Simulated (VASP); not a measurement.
# RbAsO3 (Pm-3m) in VASP: single point with LDA

Aim: the single point of RbAsO3 with LDA.

All numbers are computed with VASP 6.6.1; they aren't measurements. Logs are shortened: lines on timing, memory, paths and dates and some standing lists are left out, and cuts for length are marked.

**1. The cell of the first run**

Symmetry: Pm-3m, No. 221, cubic system. The conventional cell has a = 3.786 Å, b = 3.786 Å, c = 3.786 Å, α = 90.00°, β = 90.00°, γ = 90.00°. Rb (site symmetry m-3m) has 12 O at 2.68 Å and 8 As at 3.28 Å within 3.5 Å. Within 2.5 Å of As (site symmetry m-3m) lie 6 O at 1.89 Å. Within 2.5 Å of O (site symmetry 4/mmm) lie 2 As at 1.89 Å.

**2. Single point, LDA**

INCAR

```
PREC     = Accurate       # precision mode
ENCUT    = 600            # plane-wave cutoff, eV
EDIFF    = 1E-6           # SCF threshold, eV
ISMEAR   = -1             # smearing method
SIGMA    = 0.1            # smearing width, eV
LREAL    = False          # projectors in reciprocal space
LASPH    = True           # aspherical terms in the spheres
NELM     = 120            # most SCF steps
ALGO     = Normal         # electronic algorithm
ISIF     = 2              # what is computed and relaxed
LWAVE    = False          # write WAVECAR
LCHARG   = False          # write CHGCAR
GGA      = CA             # functional
NBANDS   = 29             # bands
GGA_COMPAT= False
```

KPOINTS

```
Automatic mesh
0
Gamma
  4 4 4
```

POSCAR

```
RbAsO3
1.0
    3.7862196560      0.0000000000      0.0000000000
    0.0000000000      3.7862196560      0.0000000000
    0.0000000000      0.0000000000      3.7862196560
Rb As O
1 1 3
Direct
    0.0000000000      0.0000000000      0.0000000000
    0.5000000000      0.5000000000      0.5000000000
    0.5000000000      0.5000000000      0.0000000000
    0.5000000000      0.0000000000      0.5000000000
    0.0000000000      0.5000000000      0.5000000000
```

Potentials or basis: VASP PAW LDA potentials, release 64 (Rb_sv, As_d, O).

Command:

```sh
> cat potpaw_LDA.64/Rb_sv/POTCAR potpaw_LDA.64/As_d/POTCAR potpaw_LDA.64/O/POTCAR > POTCAR
> mpirun -np 1 vasp_std > vasp.out
```

OUTCAR:

```text
PREC = Accurate
   ENCUT = 600
   EDIFF = 1E-6
   ISMEAR = -1
   LREAL = False
   LASPH = True
   NELM = 120
   ISIF = 2
   GGA = CA

 ion  position               nearest neighbor table
   1  0.000  0.000  0.000-   3 2.68   4 2.68   5 2.68   4 2.68   5 2.68   3 2.68   5 2.68   5 2.68
                             3 2.68   4 2.68   4 2.68   3 2.68   2 3.28   2 3.28   2 3.28   2 3.28
   2  0.500  0.500  0.500-   3 1.89   4 1.89   5 1.89   3 1.89   4 1.89   5 1.89   1 3.28   1 3.28
                             1 3.28   1 3.28   1 3.28   1 3.28   1 3.28   1 3.28
   3  0.500  0.500  0.000-   2 1.89   2 1.89   1 2.68   1 2.68   1 2.68   1 2.68
   4  0.500  0.000  0.500-   2 1.89   2 1.89   1 2.68   1 2.68   1 2.68   1 2.68
   5  0.000  0.500  0.500-   2 1.89   2 1.89   1 2.68   1 2.68   1 2.68   1 2.68

  LATTYP: Found a simple cubic cell.
 ALAT       =     3.7862196560

  Lattice vectors:

 A1 = (   3.7862196560,   0.0000000000,   0.0000000000)
 A2 = (   0.0000000000,   3.7862196560,   0.0000000000)
 A3 = (   0.0000000000,   0.0000000000,   3.7862196560)

Analysis of symmetry for initial positions (statically):
=====================================================================
 Subroutine PRICEL returns:
 Original cell was already a primitive cell.

 Routine SETGRP: Setting up the symmetry group for a
 simple cubic supercell.

 Subroutine GETGRP returns: Found 48 space group operations
 (whereof 48 operations were pure point group operations)
 out of a pool of 48 trial point group operations.

The static configuration has the point symmetry O_h .

Analysis of symmetry for dynamics (positions and initial velocities):
=====================================================================
 Subroutine PRICEL returns:
 Original cell was already a primitive cell.

 Routine SETGRP: Setting up the symmetry group for a
 simple cubic supercell.

 Subroutine GETGRP returns: Found 48 space group operations
 (whereof 48 operations were pure point group operations)
 out of a pool of 48 trial point group operations.

The dynamic configuration has the point symmetry O_h .

 Subroutine INISYM returns: Found 48 space group operations
 (whereof 48 operations are pure point group operations),
 and found     1 'primitive' translations

----------------------------------------------------------------------------------------

                                     Primitive cell

  volume of cell :      54.2772

  direct lattice vectors                    reciprocal lattice vectors
     3.786219656  0.000000000  0.000000000     0.264115686  0.000000000  0.000000000
     0.000000000  3.786219656  0.000000000     0.000000000  0.264115686  0.000000000
     0.000000000  0.000000000  3.786219656     0.000000000  0.000000000  0.264115686

  length of vectors
     3.786219656  3.786219656  3.786219656     0.264115686  0.264115686  0.264115686

  position of ions in fractional coordinates (direct lattice)
     0.000000000  0.000000000  0.000000000
     0.500000000  0.500000000  0.500000000
     0.500000000  0.500000000  0.000000000
     0.500000000  0.000000000  0.500000000
     0.000000000  0.500000000  0.500000000

  ion indices of the primitive-cell ions
   primitive index   ion index
                 1           1
                 2           2
                 3           3
                 4           4
                 5           5

----------------------------------------------------------------------------------------

 KPOINTS: Automatic mesh

Automatic generation of k-mesh.
 Grid dimensions read from file:
 generate k-points for:    4    4    4

 Generating k-lattice:

  Cartesian coordinates                     Fractional coordinates (reciprocal lattice)
     0.066028921  0.000000000  0.000000000     0.250000000  0.000000000  0.000000000
     0.000000000  0.066028921  0.000000000     0.000000000  0.250000000  0.000000000
     0.000000000  0.000000000  0.066028921     0.000000000  0.000000000  0.250000000

  Length of vectors
     0.066028921  0.066028921  0.066028921

  Shift w.r.t. Gamma in fractional coordinates (k-lattice)
     0.000000000  0.000000000  0.000000000

 Subroutine IBZKPT returns following result:
 ===========================================

 Found     10 irreducible k-points:

 Following reciprocal coordinates:
            Coordinates               Weight
  0.000000  0.000000  0.000000      1.000000
  0.250000  0.000000  0.000000      6.000000
  0.500000  0.000000  0.000000      3.000000
  0.250000  0.250000  0.000000     12.000000
  0.500000  0.250000  0.000000     12.000000
  0.500000  0.500000  0.000000      3.000000
  0.250000  0.250000  0.250000      8.000000
  0.500000  0.250000  0.250000     12.000000
  0.500000  0.500000  0.250000      6.000000
  0.500000  0.500000  0.500000      1.000000
   k-points           NKPTS =     10   k-points in BZ     NKDIM =     10   number of bands    NBANDS=     29
   number of dos      NEDOS =    301   number of ions     NIONS =      5
   total plane-waves  NPLWV =  27000
   dimension x,y,z NGX =    30 NGY =   30 NGZ =   30
   dimension x,y,z NGXF=    60 NGYF=   60 NGZF=   60
   ions per type =               1   1   3
   NGX,Y,Z   is equivalent  to a cutoff of  13.17, 13.17, 13.17 a.u.
   NGXF,Y,Z  is equivalent  to a cutoff of  26.34, 26.34, 26.34 a.u.
 SYSTEM =  unknown system
   PREC   = accura    normal or accurate (medium, high low for compatibility)
   ISTART =      0    job   : 0-new  1-cont  2-samecut
   ICHARG =      2    charge: 1-file 2-atom 10-const
   ISPIN  =      1    spin polarized calculation?
   LNONCOLLINEAR =      F non collinear calculations
   LSORBIT =      F    spin-orbit coupling
   LASPH  =      T    aspherical Exc in radial PAW
   ENCUT  =  600.0 eV  44.10 Ry    6.64 a.u.   7.56  7.56  7.56*2*pi/ulx,y,z
   NELM   =    120;   NELMIN=  2; NELMDL= -5     # of ELM steps
   EDIFF  = 0.1E-05   stopping-criterion for ELM
   LREAL  =      F    real-space projection
   EDIFFG = 0.1E-04   stopping-criterion for IOM
   NSW    =      0    number of steps for IOM
   IBRION =     -1    ionic relax: 0-MD 1-quasi-New 2-CG
   NFREE  =      0    steps in history (QN), initial steepest desc. (CG)
   ISIF   =      2    stress and relaxation
   ISYM   =      2    0-nonsym 1-usesym 2-fastsym
   POTIM  = 0.5000    time-step for ionic-motion
   TEBEG  =    0.0;   TEEND  =   0.0 temperature during run
   PSTRESS=    0.0 pullay stress
   NELECT =      42.0000    total number of electrons
   NUPDOWN=      -1.0000    fix difference up-down
   EMIN   =  10.00;   EMAX   =-10.00  energy-range for DOS
   EFERMI =   0.00;   METHOD = LEGACY
   ISMEAR =    -1;   SIGMA  =   0.10  broadening in eV -4-tet -1-fermi 0-gaus
   EFERMI_NEDOS =   21; number of points for ismear=-14 and -15
   IALGO  =     38    algorithm
   IMIX   =      4    mixing-type and parameters
     AMIX     =   0.40;   BMIX     =  1.00
     AMIX_MAG =   1.60;   BMIX_MAG =  1.00
  volume/ion in A,a.u.               =      10.86        73.26
  Fermi-wavevector in a.u.,A,eV,Ry     =   1.502976  2.840213 30.734713  2.258938
  Thomas-Fermi vector in A             =   2.614147
   LORBIT       =      0    0 simple, 1 ext, 2 COOP (PROOUT), +10 PAW based schemes
   GGA     = CA    functional components
   LHFCALC =     F    Hartree Fock is set to
   AEXX    =    0.0000 exact exchange contribution
   IVDW    =     0    specifies the selected vdW correction
   LEPSILON=     F    determine dielectric tensor
   LRPA    =     F    only Hartree local field effects (RPA)
 non-spin polarized calculation
  energy-cutoff  :      600.00
  volume of cell :       54.28
 maximum number of plane-waves:      1856
   NGX = 15   NGY = 15   NGZ = 15

 number of electron      42.0000004 magnetization

 Free energy of the ion-electron system (eV)
  ---------------------------------------------------
  ext. energy  EPLUGINS =         0.00000000
  ---------------------------------------------------
  free energy    TOTEN  =       -29.25384236 eV

  energy without entropy =      -29.21059024  energy(sigma->0) =      -29.23221630

 E-fermi :   2.8958     XC(G=0): -12.3921

 val. band max:        2.8862966396   @ k =   0.5000   0.5000   0.5000
 cond. band min:       3.6438720429   @ k =   0.2500   0.2500   0.0000
 fundamental gap:      0.7575754033
 Fermi energy:         2.8957836333

 k-point     1 :       0.0000    0.0000    0.0000
  band No.  band energies     occupation
      1     -34.2235      2.00000
      2     -34.2235      2.00000
      3     -34.1559      2.00000
      4     -34.1559      2.00000
      5     -34.1559      2.00000
      6     -20.4186      2.00000
[... 21 lines left out ...]
     28      12.6376      0.00000
     29      15.2855      0.00000

 k-point     2 :       0.2500    0.0000    0.0000
  band No.  band energies     occupation
      1     -34.2234      2.00000
      2     -34.2190      2.00000
      3     -34.1566      2.00000
      4     -34.1566      2.00000
      5     -34.1559      2.00000
      6     -20.2541      2.00000
[... 21 lines left out ...]
     28      13.4225      0.00000
     29      14.0089      0.00000

 k-point     3 :       0.5000    0.0000    0.0000
  band No.  band energies     occupation
      1     -34.2234      2.00000
      2     -34.2146      2.00000
      3     -34.1572      2.00000
      4     -34.1572      2.00000
      5     -34.1558      2.00000
      6     -20.0688      2.00000
[... 21 lines left out ...]
     28      14.6121      0.00000
     29      15.5266      0.00000

 k-point     4 :       0.2500    0.2500    0.0000
  band No.  band energies     occupation
      1     -34.2212      2.00000
      2     -34.2168      2.00000
      3     -34.1573      2.00000
      4     -34.1565      2.00000
      5     -34.1565      2.00000
      6     -20.1277      2.00000
[... 149 lines left out ...]
     28      14.8258      0.00000
     29      16.1473      0.00000

 k-point     9 :       0.5000    0.5000    0.2500
  band No.  band energies     occupation
      1     -34.2145      2.00000
      2     -34.2100      2.00000
      3     -34.1586      2.00000
      4     -34.1579      2.00000
      5     -34.1579      2.00000
      6     -19.8681      2.00000
[... 21 lines left out ...]
     28      15.1221      0.00000
     29      15.4538      0.00000

 k-point    10 :       0.5000    0.5000    0.5000
  band No.  band energies     occupation
      1     -34.2100      2.00000
      2     -34.2100      2.00000
      3     -34.1586      2.00000
      4     -34.1586      2.00000
      5     -34.1586      2.00000
      6     -19.8260      2.00000
[... 21 lines left out ...]
     28      14.6922      0.00000
     29      16.6690      0.00000

------------------------ aborting loop because EDIFF is reached ----------------------------------------

  FORCE on cell =-STRESS in cart. coord.  units (eV):
  Direction    XX          YY          ZZ          XY          YZ          ZX
  --------------------------------------------------------------------------------------
  -------------------------------------------------------------------------------------
  Total        1.6130381      1.6130381      1.6130381      0.0000000      0.0000000     -0.0000000
  in kB       47.6143415     47.6143415     47.6143415      0.0000000      0.0000000     -0.0000000
  external PRESSURE =      47.6143415 kB  Pullay stress =       0.0000000 kB

 VOLUME and BASIS-vectors are now :
 -----------------------------------------------------------------------------
  energy-cutoff  :      600.00
  volume of cell :       54.28
      direct lattice vectors                 reciprocal lattice vectors
     3.786219656  0.000000000  0.000000000     0.264115686  0.000000000  0.000000000
     0.000000000  3.786219656  0.000000000     0.000000000  0.264115686  0.000000000
     0.000000000  0.000000000  3.786219656     0.000000000  0.000000000  0.264115686

 POSITION                                       TOTAL-FORCE (eV/Angst)
 -----------------------------------------------------------------------------------
      0.00000      0.00000      0.00000         0.000000      0.000000      0.000000
      1.89311      1.89311      1.89311         0.000000      0.000000      0.000000
      1.89311      1.89311      0.00000         0.000000      0.000000      0.000000
      1.89311      0.00000      1.89311         0.000000      0.000000      0.000000
      0.00000      1.89311      1.89311         0.000000      0.000000      0.000000
 -----------------------------------------------------------------------------------
    total drift:                                0.000000      0.000000     -0.000000

  FREE ENERGIE OF THE ION-ELECTRON SYSTEM (eV)
  ---------------------------------------------------
  free  energy   TOTEN  =       -29.2538423596 eV

  energy  without entropy=      -29.2105902440  energy(sigma->0) =      -29.23221630
```

Wall time 17 s (1 thread of Intel Xeon Platinum 8259CL at 2.50GHz (Skylake/Cascade Lake), shared host); peak memory 0.16 GiB.

Results:

```yaml
Free_energy: -29.2538 eV
Pressure: 4.8 GPa
Band_gap_on_the_k_mesh: zero (bands 21 and 22 overlap by 0.45 eV)
```

Levels at points of the mesh, in eV from the Fermi level:
| k point | band 18 | band 19 | band 20 | band 21 | band 22 | band 23 | band 24 | band 25 |
| --- | --- | --- | --- | --- | --- | --- | --- | --- |
| (0.00, 0.00, 0.00) | -1.29 | -1.29 | -0.46 | -0.46 | -0.46 | 8.01 | 8.01 | 9.66 |
| (0.50, 0.00, 0.00) | -1.42 | -1.42 | -1.33 | -1.33 | 2.11 | 7.41 | 10.08 | 10.61 |
| (0.50, 0.50, 0.00) | -2.29 | -1.24 | -1.24 | -0.07 | 4.65 | 6.18 | 6.18 | 10.14 |
| (0.50, 0.50, 0.50) | -1.62 | -0.01 | -0.01 | -0.01 | 4.68 | 4.68 | 4.68 | 7.03 |

Caveat: the k points lie up to 0.41 Å⁻¹ apart.

The gap in the log of VASP goes by the Fermi energy; the results here count the filled bands.